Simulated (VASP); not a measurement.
# Ag (P6_3/mmc) in VASP: a series of runs

The runs below take Ag through single point, relaxation of cell and atoms, with PBE.

Everything below comes from runs of VASP 6.6.1. Logs are shortened: lines on timing, memory, paths and dates and some standing lists are left out, and cuts for length are marked.

## (1) The cell of the first run

Symmetry: P6_3/mmc, No. 194, hexagonal system. Conventional cell: a = 2.936 Å, b = 2.936 Å, c = 4.791 Å, α = 90.00°, β = 90.00°, γ = 120.00°. Within 3.9 Å of Ag (site symmetry -6m2) lie 12 Ag at 2.93 to 2.94 Å.

## (2) Single point, PBE

Input file INCAR:

```
SYSTEM = Ag
  PREC = Accurate
  ENCUT = 520
  EDIFF = 1E-6
  ISMEAR = -1
  SIGMA = 0.05
  LREAL = .FALSE.
  LASPH = .TRUE.
  NELM = 80
  ALGO = Normal
  ISIF = 2
  LWAVE = .FALSE.
  LCHARG = .TRUE.
  GGA = PE
  LELF = .TRUE.
  LVHAR = .TRUE.
  NBANDS = 18
```

Input file KPOINTS:

```
regular mesh
0
G
  16 16 9
  0 0 0
```

Input file POSCAR:

```
Ag
1.0
    2.9358262022      0.0000000000      0.0000000000
   -1.4679131011      2.5425000722      0.0000000000
    0.0000000000      0.0000000000      4.7909594216
Ag
2
Direct
    0.3333333333      0.6666666667      0.2500000000
    0.6666666667      0.3333333333      0.7500000000
```

Potentials or basis: VASP PAW PBE potentials, release 64 (Ag).

Started as:

```
$ cat potpaw_PBE.64/Ag/POTCAR > POTCAR
$ mpirun -np 1 vasp_std > vasp.out
```

OUTCAR:

```text
SYSTEM = Ag
   PREC = Accurate
   ENCUT = 520
   EDIFF = 1E-6
   ISMEAR = -1
   LREAL = .FALSE.
   LASPH = .TRUE.
   NELM = 80
   ISIF = 2
   GGA = PE

 ion  position               nearest neighbor table
   1  0.333  0.667  0.250-   2 2.93   2 2.93   2 2.93   2 2.93   2 2.93   2 2.93
   2  0.667  0.333  0.750-   1 2.93   1 2.93   1 2.93   1 2.93   1 2.93   1 2.93

  LATTYP: Found a hexagonal cell.
 ALAT       =     2.9358262022
 C/A-ratio  =     1.6318947688

  Lattice vectors:

 A1 = (   2.9358262022,   0.0000000000,   0.0000000000)
 A2 = (  -1.4679131011,   2.5425000722,   0.0000000000)
 A3 = (   0.0000000000,   0.0000000000,   4.7909594216)

Analysis of symmetry for initial positions (statically):
=====================================================================
 Subroutine PRICEL returns:
 Original cell was already a primitive cell.

 Routine SETGRP: Setting up the symmetry group for a
 hexagonal supercell.

 Subroutine GETGRP returns: Found 24 space group operations
 (whereof 12 operations were pure point group operations)
 out of a pool of 24 trial point group operations.

The static configuration has the point symmetry D_3d.
 The point group associated with its full space group is D_6h.

Analysis of symmetry for dynamics (positions and initial velocities):
=====================================================================
 Subroutine PRICEL returns:
 Original cell was already a primitive cell.

 Routine SETGRP: Setting up the symmetry group for a
 hexagonal supercell.

 Subroutine GETGRP returns: Found 24 space group operations
 (whereof 12 operations were pure point group operations)
 out of a pool of 24 trial point group operations.

The dynamic configuration has the point symmetry D_3d.
 The point group associated with its full space group is D_6h.

 Subroutine INISYM returns: Found 24 space group operations
 (whereof 12 operations are pure point group operations),
 and found     1 'primitive' translations

----------------------------------------------------------------------------------------

                                     Primitive cell

  volume of cell :      35.7613

[... 75 lines left out ...]
   ions per type =               2
   NGX,Y,Z   is equivalent  to a cutoff of  13.59, 13.59, 12.49 a.u.
   NGXF,Y,Z  is equivalent  to a cutoff of  27.18, 27.18, 24.98 a.u.
 SYSTEM =  Ag
   PREC   = accura    normal or accurate (medium, high low for compatibility)
   ISTART =      0    job   : 0-new  1-cont  2-samecut
   ICHARG =      2    charge: 1-file 2-atom 10-const
   ISPIN  =      1    spin polarized calculation?
   LNONCOLLINEAR =      F non collinear calculations
   LSORBIT =      F    spin-orbit coupling
   LASPH  =      T    aspherical Exc in radial PAW
   ENCUT  =  520.0 eV  38.22 Ry    6.18 a.u.   5.46  5.46  8.91*2*pi/ulx,y,z
   NELM   =     80;   NELMIN=  2; NELMDL= -5     # of ELM steps
   EDIFF  = 0.1E-05   stopping-criterion for ELM
   LREAL  =      F    real-space projection
   EDIFFG = 0.1E-04   stopping-criterion for IOM
   NSW    =      0    number of steps for IOM
   IBRION =     -1    ionic relax: 0-MD 1-quasi-New 2-CG
   NFREE  =      0    steps in history (QN), initial steepest desc. (CG)
   ISIF   =      2    stress and relaxation
   ISYM   =      2    0-nonsym 1-usesym 2-fastsym
   POTIM  = 0.5000    time-step for ionic-motion
   TEBEG  =    0.0;   TEEND  =   0.0 temperature during run
   PSTRESS=    0.0 pullay stress
   NELECT =      22.0000    total number of electrons
   NUPDOWN=      -1.0000    fix difference up-down
   EMIN   =  10.00;   EMAX   =-10.00  energy-range for DOS
   EFERMI =   0.00;   METHOD = LEGACY
   ISMEAR =    -1;   SIGMA  =   0.05  broadening in eV -4-tet -1-fermi 0-gaus
   EFERMI_NEDOS =   21; number of points for ismear=-14 and -15
   IALGO  =     38    algorithm
   IMIX   =      4    mixing-type and parameters
     AMIX     =   0.40;   BMIX     =  1.00
     AMIX_MAG =   1.60;   BMIX_MAG =  1.00
  volume/ion in A,a.u.               =      17.88       120.66
  Fermi-wavevector in a.u.,A,eV,Ry     =   1.392337  2.631136 26.376297  1.938603
  Thomas-Fermi vector in A             =   2.516090
   LORBIT       =      0    0 simple, 1 ext, 2 COOP (PROOUT), +10 PAW based schemes
   GGA     = PE    functional components
   LHFCALC =     F    Hartree Fock is set to
   AEXX    =    0.0000 exact exchange contribution
   IVDW    =     0    specifies the selected vdW correction
   LEPSILON=     F    determine dielectric tensor
   LRPA    =     F    only Hartree local field effects (RPA)
 non-spin polarized calculation
  energy-cutoff  :      520.00
  volume of cell :       35.76
 maximum number of plane-waves:       990
 NGX is ok and might be reduce to    24
   NGX = 11   NGY = 11   NGZ = 17

 number of electron      22.0000005 magnetization

 Free energy of the ion-electron system (eV)
  ---------------------------------------------------
  ext. energy  EPLUGINS =         0.00000000
  ---------------------------------------------------
  free energy    TOTEN  =        -5.43030802 eV

  energy without entropy =       -5.42505609  energy(sigma->0) =       -5.42768205

 E-fermi :   7.8142     XC(G=0): -11.9270

 val. band max:        7.8123605105   @ k =   0.3125   0.1875   0.3333
 cond. band min:       7.8237039445   @ k =   0.0625  -0.0000   0.0000
 fundamental gap:      0.0113434340
 Fermi energy:         7.8141842732

 k-point     1 :       0.0000    0.0000    0.0000
  band No.  band energies     occupation
      1       0.3618      2.00000
      2       1.6789      2.00000
      3       3.1462      2.00000
      4       3.2326      2.00000
      5       3.2326      2.00000
      6       3.4514      2.00000
[... 481 lines left out ...]
      5       3.0840      2.00000
      6       3.5209      2.00000
[... 10 lines left out ...]
     17      20.9633      0.00000
     18      21.9062      0.00000

 [... further k-points ...]
[... 5 lines left out ...]
  --------------------------------------------------------------------------------------
  -------------------------------------------------------------------------------------
  Total       -0.0250690     -0.0250690     -0.0264368      0.0000000      0.0000000      0.0000000
  in kB       -1.1231390     -1.1231390     -1.1844193      0.0000000      0.0000000      0.0000000
  external PRESSURE =      -1.1435657 kB  Pullay stress =       0.0000000 kB

 VOLUME and BASIS-vectors are now :
 -----------------------------------------------------------------------------
  energy-cutoff  :      520.00
  volume of cell :       35.76
      direct lattice vectors                 reciprocal lattice vectors
     2.935826202  0.000000000  0.000000000     0.340619618  0.196656828  0.000000000
    -1.467913101  2.542500072  0.000000000     0.000000000  0.393313656  0.000000000
     0.000000000  0.000000000  4.790959422     0.000000000  0.000000000  0.208726460

 POSITION                                       TOTAL-FORCE (eV/Angst)
 -----------------------------------------------------------------------------------
     -0.00000      1.69500      1.19774         0.000000     -0.000000      0.000000
      1.46791      0.84750      3.59322        -0.000000      0.000000      0.000000
 -----------------------------------------------------------------------------------
    total drift:                               -0.000000      0.000000     -0.000000

  FREE ENERGIE OF THE ION-ELECTRON SYSTEM (eV)
  ---------------------------------------------------
  free  energy   TOTEN  =        -5.4303080192 eV

  energy  without entropy=       -5.4250560873  energy(sigma->0) =       -5.42768205
```

OSZICAR:

```text
N       E                     dE             d eps       ncg     rms          rms(c)
DAV:   1     0.124955344822E+03    0.12496E+03   -0.11775E+04  5400   0.121E+03
DAV:   2    -0.384788883447E+01   -0.12880E+03   -0.12226E+03  5608   0.266E+02
DAV:   3    -0.589893580611E+01   -0.20510E+01   -0.20438E+01  6240   0.377E+01
DAV:   4    -0.590508104716E+01   -0.61452E-02   -0.61447E-02  6026   0.205E+00
DAV:   5    -0.590513156860E+01   -0.50521E-04   -0.50522E-04  5994   0.198E-01    0.653E+00
DAV:   6    -0.544779037768E+01    0.45734E+00   -0.11567E+00  5614   0.114E+01    0.433E+00
DAV:   7    -0.543513168467E+01    0.12659E-01   -0.13888E-02  5832   0.109E+00    0.248E+00
DAV:   8    -0.543028298202E+01    0.48487E-02   -0.11274E-03  5682   0.278E-01    0.106E-01
DAV:   9    -0.543029629311E+01   -0.13311E-04   -0.17694E-05  6230   0.313E-02    0.389E-02
DAV:  10    -0.543030843654E+01   -0.12143E-04   -0.82174E-06  5954   0.265E-02    0.341E-03
DAV:  11    -0.543030801920E+01    0.41734E-06   -0.82042E-08  3116   0.259E-03
   1 F= -.54303080E+01 E0= -.54276821E+01  d E =-.525193E-02
```

stdout:

```text
POSCAR found type information on POSCAR Ag
 POSCAR found :  1 types and       2 ions
 scaLAPACK will be used
 LDA part: xc-table for (Slater+PW92), standard interpolation
 POSCAR, INCAR and KPOINTS ok, starting setup
 FFT: planning ... GRIDC
 FFT: planning ... GRID_SOFT
 FFT: planning ... GRID
 WAVECAR not read
 entering main loop
```

Run time: 25 s. Hardware: 1 thread of Intel Xeon 6975P-C (Granite Rapids), shared host; peak memory 0.2 GiB.

What came out:

- Free energy: -5.4303 eV
- Pressure: -0.1 GPa
- Band gap on the k mesh: zero (band 11 reaches 11.05 eV, above the bottom of band 12 at 4.49 eV)

Levels at points of the mesh, in eV from the Fermi level:
```tsv
k point	band 7	band 8	band 9	band 10	band 11	band 12	band 13	band 14	band 15	band 16
(0.00, 0.00, 0.00)	-4.36	-4.05	-4.05	-3.11	-3.11	-0.29	3.32	15.48	17.38	17.62
(0.50, 0.00, 0.00)	-3.73	-2.99	-2.94	-2.86	0.09	1.41	6.66	6.93	8.96	10.07
```

## (3) Single point, PBE

This run uses another cell than the first one, of 19.31 Å³/atom, 1.080 times its volume.

Input file INCAR:

```
PREC = Accurate ; ENCUT = 520
EDIFF = 1E-6 ; ISMEAR = -1
SIGMA = 0.05 ; LREAL = False
LASPH = True ; NELM = 100
ALGO = Normal ; ISIF = 2
LWAVE = False ; LCHARG = True
GGA = PE ; LELF = True
LVHAR = True ; NBANDS = 18
```

Input file KPOINTS:

```
regular mesh
0
Gamma
  16 16 9
```

Input file POSCAR:

```
Ag
1.0
    3.0132454394      0.0000000000      0.0000000000
   -1.5066227197      2.6095470984      0.0000000000
    0.0000000000      0.0000000000      4.9115458567
Ag
2
Direct
    0.3333333333      0.6666666667      0.2500000000
    0.6666666667      0.3333333333      0.7500000000
```

Potentials or basis: VASP PAW PBE potentials, release 64 (Ag).

Started as:

```
$ cat potpaw_PBE.64/Ag/POTCAR > POTCAR
$ mpirun -np 1 vasp_std > vasp.out
```

It took 31 s on 1 thread of Intel Xeon 6975P-C (Granite Rapids), shared host; peak memory 0.21 GiB.

The run converged. Its results:

```
Free energy            : -5.3761 eV
Pressure               : -5.6 GPa
Band gap on the k mesh : zero (band 11 reaches 9.89 eV, above the bottom of band 12 at 3.59 eV)
```

Levels at points of the mesh, in eV from the Fermi level:
```
           k point  band 8  band 9  band 10  band 11  band 12  band 13  band 14  band 15
(0.00, 0.00, 0.00)   -3.89   -3.89    -3.07    -3.07    -0.09     2.95    15.22    16.77
(0.50, 0.00, 0.00)   -2.97   -2.92    -2.86     0.12     1.23     6.33     6.61     8.30
```

## (4) Relaxation of cell and atoms, PBE

This run uses another cell than the first one, of 17.83 Å³/atom, 0.997 times its volume.

Input file INCAR:

```
SYSTEM = Ag
  PREC = Accurate
  ENCUT = 600
  EDIFF = 1E-6
  ISMEAR = -1
  SIGMA = 0.05
  LREAL = .False.
  LASPH = .True.
  NELM = 80
  ALGO = Normal
  ISIF = 3
  LWAVE = .False.
  LCHARG = .False.
  GGA = PE
  IBRION = 2
  NSW = 60
  EDIFFG = -0.005
```

Input file KPOINTS:

```
regular mesh
0
Gamma
  16 16 9
  0 0 0
```

Input file POSCAR:

```
Ag
1.0
    2.9401015088      0.0000000000      0.0000000000
   -1.4700507544      2.5462025963      0.0000000000
    0.0000000000      0.0000000000      4.7629644442
Ag
2
Direct
    0.3333333333      0.6666666667      0.2500000000
    0.6666666667      0.3333333333      0.7500000000
```

Started as:

```
$ cat potpaw_PBE.64/Ag/POTCAR > POTCAR
$ mpirun -np 1 vasp_std > vasp.out
```

Wall time 71 s (1 thread of Intel Xeon 6975P-C (Granite Rapids), shared host); peak memory 0.23 GiB.

Results (log left out):

| Item | Value |
| --- | --- |
| Free energy | -5.4297 eV |
| Relaxed volume | 17.86 Å³/atom |
| Relaxed cell | a = 2.935 Å, b = 2.935 Å, c = 4.786 Å, α = 90.00°, β = 90.00°, γ = 120.00° |
| Space group after relaxing (to 0.05 Å) | P6_3/mmc (No. 194) |
| Energy gained by relaxing | 0.2 meV/atom |
| Ionic steps | 6 |
| Pressure after relaxing | 0.0 GPa |
| Band gap on the k mesh | zero (band 11 reaches 11.06 eV, above the bottom of band 12 at 4.50 eV) |

Step by step:
| step | energy change (eV) | largest force (eV/Å) | pressure (GPa) | volume (Å³) |
| --- | --- | --- | --- | --- |
| 1 | 0.0000 | 0.0000 | 0.15 | 35.66 |
| 2 | -0.0002 | 0.0000 | -0.15 | 35.74 |
| 3 | -0.0002 | 0.0000 | -0.12 | 35.75 |
| 4 | -0.0002 | 0.0000 | -0.17 | 35.77 |
| 5 | -0.0003 | 0.0000 | 0.05 | 35.71 |
| 6 | -0.0003 | 0.0000 | 0.00 | 35.71 |

Final structure:
```yaml
crystal:
  lattice:
    - [2.93526, 0.00000, 0.00000]
    - [-1.46763, 2.54201, 0.00000]
    - [0.00000, 0.00000, 4.78634]
  atoms:
    - { symbol: Ag, position: [0.33333, 0.66667, 0.25000] }
    - { symbol: Ag, position: [0.66667, 0.33333, 0.75000] }
```

Levels at points of the mesh, in eV from the Fermi level:
```csv
k point,band 9,band 10,band 11,band 12,band 13,band 14
"(0.00, 0.00, 0.00)",-4.05,-3.11,-3.11,-0.29,3.34,15.48
"(0.50, 0.00, 0.00)",-2.94,-2.86,0.09,1.41,6.67,6.94
```

## (5) Summary

```tsv
task	cell	cutoff (eV)	gap on the mesh (eV)	pressure (GPa)
single point	a = 2.936, b = 2.936, c = 4.791 Å, angles 90.0, 90.0, 120.0°, 2 atoms	520	none	-0.1
single point	a = 3.013, b = 3.013, c = 4.912 Å, angles 90.0, 90.0, 120.0°, 2 atoms	520	none	-5.6
relaxation of cell and atoms	relaxed from a = 2.940, b = 2.940, c = 4.763 Å, angles 90.0, 90.0, 120.0°, 2 atoms	600	none	0.0
```

Alike in all rows: level PBE; potentials or basis VASP PAW PBE potentials, release 64 (Ag); no spin polarisation; k mesh 16 × 16 × 9; smearing fermi-dirac 0.05 eV.

Absolute energies hang on the potentials; compare differences alone.
